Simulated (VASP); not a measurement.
A run of VASP 6.6.1 is set up as follows.

INCAR

```
ALGO = Normal
EDIFF = 1E-6
ENCUT = 700
GGA = CA
GGA_COMPAT = F
ISIF = 2
ISMEAR = 0
LASPH = T
LCHARG = F
LREAL = F
LWAVE = F
NBANDS = 28
NELM = 120
PREC = Accurate
SIGMA = 0.05
```

File KPOINTS:

```
k-points
0
Gamma
  8 8 8
```

Contents of POSCAR:

```
KTaO3
1.0
    4.0244030898      0.0000000000      0.0000000000
    0.0000000000      4.0244030898      0.0000000000
    0.0000000000      0.0000000000      4.0244030898
K Ta O
1 1 3
Direct
    0.0000000000      0.0000000000      0.0000000000
    0.5000000000      0.5000000000      0.5000000000
    0.0000000000      0.5000000000      0.5000000000
    0.5000000000      0.5000000000      0.0000000000
    0.5000000000      0.0000000000      0.5000000000
```

Potentials or basis: VASP PAW LDA potentials, release 64 (K_sv, Ta_sv_GW, O).

The run is started by

```sh
$ cat potpaw_LDA.64/K_sv/POTCAR potpaw_LDA.64/Ta_sv_GW/POTCAR potpaw_LDA.64/O/POTCAR > POTCAR
$ mpirun -np 1 vasp_std > vasp.out
```

Q: What does it give for the band gap on the k mesh?

A: 2.00 eV (least direct gap 2.63 eV).

Q: What does it give for the pressure?

A: -10.0 GPa.

Caveat: the cell stands under tension; spin-orbit coupling is left out, which moves the levels of the heavy elements. A k mesh can miss the band edges.
